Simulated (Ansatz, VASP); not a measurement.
## CoO in VASP and in Ansatz

File INCAR:

```
SYSTEM = CoO
  PREC = Accurate
  ENCUT = 600
  EDIFF = 1E-6
  ISMEAR = 0
  SIGMA = 0.02
  LREAL = .FALSE.
  LASPH = .TRUE.
  NELM = 150
  ALGO = Normal
  ISIF = 3
  LWAVE = .FALSE.
  LCHARG = .FALSE.
  ISPIN = 2
  MAGMOM = 2.88 0.24
  LORBIT = 11
  LMAXMIX = 4
  LDAU = .TRUE.
  LDAUTYPE = 2
  LDAUL = 2 -1
  LDAUU = 3.32 0
  LDAUJ = 0 0
  LDAUPRINT = 1
  GGA = PE
  IBRION = 2
  NSW = 80
  EDIFFG = -0.001
```

KPOINTS

```
regular mesh
0
G
  12 12 12
  0 0 0
```

Contents of POSCAR:

```
CoO
1.0
    1.5367472038      0.8872414118      2.4735053755
   -1.5367472038      0.8872414118      2.4735053755
    0.0000000000     -1.7744828236      2.4735053755
Co O
1 1
Direct
    0.0000000000      0.0000000000      0.0000000000
    0.5000000000      0.5000000000      0.5000000000
```

Input for Ansatz:

```yaml
crystal:
  lattice:
    - [1.5367472031, 0.8872414114, 2.473505379]
    - [-1.5367472031, 0.8872414114, 2.473505379]
    - [0.0, -1.7744828228, 2.473505379]
  atoms:
    - { symbol: Co, position: [0.0, 0.0, 0.0], spin: 2.88 }
    - { symbol: O, position: [0.5, 0.5, 0.5], spin: 0.24 }
basis:
  ecutwfc: 420
kpoints:
  mp_grid: { grid: [12, 12, 12] }
hamiltonian:
  xc: pbe
  hubbard: { sites: [{ species: Co, l: d, u_eff: 3.32 }] }
scf:
  occupations: { method: gaussian, width: 0.02 }
output:
  forces: true
  stress: true
  eigenvalues: true
  populations: true
magnetization:
  spin_polarized: true
relax:
  adjacent_minimum: "off"
  f_tol: 0.001
  max_steps: 60
  cell: { stress_tol: 0.01 }
```

Alike in both runs: task relaxation of cell and atoms; functional PBE; k mesh 12 × 12 × 12; occupations gaussian, width 0.02 eV; collinear spin; Hubbard terms Co d U = 3.32 eV.

|  | VASP | Ansatz |
| --- | --- | --- |
| version | VASP 6.6.1 | Ansatz 0.2.0 |
| potentials or method | VASP PAW PBE potentials, release 64 (Co, O), cutoff 600 eV | scalar-relativistic, plane waves, PAW |
| valence electrons in the cell | 15 | 23 |

```tsv
	VASP	Ansatz	Ansatz less VASP
net moment per atom (μB)	1.50	1.50	0.000
size of the moment on the site where the two differ most (μB)	2.73	2.62	-0.109
relaxed volume (Å³/atom)	9.65	10.12	+0.472
relaxed length of the cell vector where the two differ most in proportion (Å)	2.983	3.044	+0.0613
```

Site moments also hang on the region over which each program counts them. The programs project onto different local orbitals, so the same U acts differently, and such runs can settle in different states. VASP's potentials hold 15 valence electrons a cell and Ansatz's 23, so a difference there can come from the potentials and not from the codes.
